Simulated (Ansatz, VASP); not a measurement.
# Two plane-wave programs on TaF3

File INCAR:

```
PREC = Accurate
ENCUT = 520
EDIFF = 1E-7
ISMEAR = 0
SIGMA = 0.15
LREAL = False
LASPH = True
NELM = 100
ALGO = Normal
ISIF = 2
LWAVE = False
LCHARG = False
GGA = PS
NBANDS = 24
```

File KPOINTS:

```
Automatic mesh
0
Gamma
  12 12 12
```

Contents of POSCAR:

```
TaF3
1.0
    3.9012000000      0.0000000000      0.0000000000
    0.0000000000      3.9012000000      0.0000000000
    0.0000000000      0.0000000000      3.7841640000
Ta F
1 3
Direct
    0.0000000000      0.0000000000      0.0000000000
    0.5000000000      0.0000000000      0.0000000000
    0.0000000000      0.5000000000      0.0000000000
    0.0000000000      0.0000000000      0.5000000000
```

Input for Ansatz:

```yaml
crystal:
  lattice:
    - [3.9012, 0.0, 0.0]
    - [0.0, 3.9012, 0.0]
    - [0.0, 0.0, 3.784164]
  atoms:
    - { symbol: Ta, position: [0.0, 0.0, 0.0] }
    - { symbol: F, position: [0.5, 0.0, 0.0] }
    - { symbol: F, position: [0.0, 0.5, 0.0] }
    - { symbol: F, position: [0.0, 0.0, 0.5] }
basis:
  ecutwfc: 420
kpoints:
  mp_grid: { grid: [12, 12, 12] }
hamiltonian:
  xc: pbesol
scf:
  occupations: { method: gaussian, width: 0.15 }
output:
  forces: true
  stress: true
  eigenvalues: true
```

Change from the starting cell: strain +0.000 along x and y, -0.030 along z, atoms carried along.

Alike in both runs: task single point; functional PBEsol; k mesh 12 × 12 × 12; occupations gaussian, width 0.15 eV; no spin polarisation.

```csv
,VASP,Ansatz
version,VASP 6.6.1,Ansatz 0.2.0
potentials or method,"VASP PAW PBE potentials, release 64 (Ta_pv, F), cutoff 520 eV","scalar-relativistic, plane waves, PAW"
valence electrons in the cell,32,34
```

VASP gave:

| Quantity | Value |
| --- | --- |
| gap on the k mesh at the Fermi level (eV) | none |
| pressure (GPa) | 27.9 |
| traceless stress, the component that is largest in VASP (GPa) | 10.45 |

Task: What did Ansatz give for the same quantities?

Result: gap on the k mesh at the Fermi level (eV): none; pressure (GPa): 27.3; traceless stress, the component that is largest in VASP (GPa): 10.22.

VASP's potentials were made for PBE, not for PBEsol. A gap of «none» marks a metal or a gap that the smearing closes. VASP's potentials hold 32 valence electrons a cell and Ansatz's 34, so a difference there can come from the potentials and not from the codes.

Spin-orbit coupling is off throughout.
